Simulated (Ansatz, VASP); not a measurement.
**Cu2O: VASP beside Ansatz**

The input POSCAR:

```
Cu2O
1.0
    4.2460804562      0.0000000000      0.0000000000
    0.0000000000      4.2460804562      0.0000000000
    0.0000000000      0.0000000000      4.2460804562
Cu O
4 2
Direct
    0.2500000000      0.2500000000      0.2500000000
    0.2500000000      0.7500000000      0.7500000000
    0.7500000000      0.7500000000      0.2500000000
    0.7500000000      0.2500000000      0.7500000000
    0.0000000000      0.0000000000      0.0000000000
    0.5000000000      0.5000000000      0.5000000000
```

The input INCAR.step1:

```
SYSTEM = Cu2O
PREC = Accurate
ENCUT = 520
EDIFF = 1E-5
ISMEAR = 0
SIGMA = 0.01
LREAL = .False.
LASPH = .True.
NELM = 120
ALGO = Normal
ISIF = 2
LWAVE = .True.
LCHARG = .False.
NBANDS = 37
GGA = PE
GGA_COMPAT = .False.
KPAR = 4
```

The input INCAR.step2:

```
SYSTEM = Cu2O
PREC = Accurate
ENCUT = 520
EDIFF = 1E-6
ISMEAR = 0
SIGMA = 0.01
LREAL = .False.
LASPH = .True.
NELM = 120
ALGO = Normal
ISIF = 2
LWAVE = .False.
LCHARG = .False.
GGA = PE
LHFCALC = .True.
AEXX = 0.25
PRECFOCK = Normal
NBANDS = 37
ISTART = 1
GGA_COMPAT = .False.
KPAR = 4
```

File KPOINTS:

```
Automatic mesh
0
Gamma
  4 4 4
  0 0 0
```

Input for Ansatz:

```yaml
crystal:
  lattice:
    - [4.2460804562, 0.0, 0.0]
    - [0.0, 4.2460804562, 0.0]
    - [0.0, 0.0, 4.2460804562]
  atoms:
    - { symbol: Cu, position: [0.25, 0.25, 0.25] }
    - { symbol: Cu, position: [0.25, 0.75, 0.75] }
    - { symbol: Cu, position: [0.75, 0.75, 0.25] }
    - { symbol: Cu, position: [0.75, 0.25, 0.75] }
    - { symbol: O, position: [0.0, 0.0, 0.0] }
    - { symbol: O, position: [0.5, 0.5, 0.5] }
kpoints:
  mp_grid: { grid: [4, 4, 4] }
  band_path:
    path: [[0.0, 0.0, 0.0], [0.0, 0.5, 0.0], [0.5, 0.5, 0.0], [0.5, 0.5, 0.5]]
    npoints: 1
hamiltonian:
  xc: pbe0
scf:
  occupations: { method: fixed }
  n_extra_bands: 5
output:
  forces: true
  stress: true
  eigenvalues: true
```

Alike in both runs: task single point; functional PBE0; k mesh 4 × 4 × 4; no spin polarisation.

```csv
,VASP,Ansatz
version,VASP 6.6.1,Ansatz 0.2.0
potentials or method,"VASP PAW PBE potentials, release 64 (Cu, O)","plane waves, PAW"
plane-wave cutoff (eV),520,420
occupations,"gaussian, width 0.01 eV",fixed
valence electrons in the cell,56,88
```

|  | VASP | Ansatz | Ansatz less VASP |
| --- | --- | --- | --- |
| gap on the k mesh at the Fermi level (eV) | 2.82 | 2.79 | -0.030 |
| pressure (GPa) | 3.6 | 3.0 | -0.65 |

VASP's potentials hold 56 valence electrons a cell and Ansatz's 88, so a difference there can come from the potentials and not from the codes. Ansatz's warnings: stress exchange threshold loose, stress scf threshold loose.
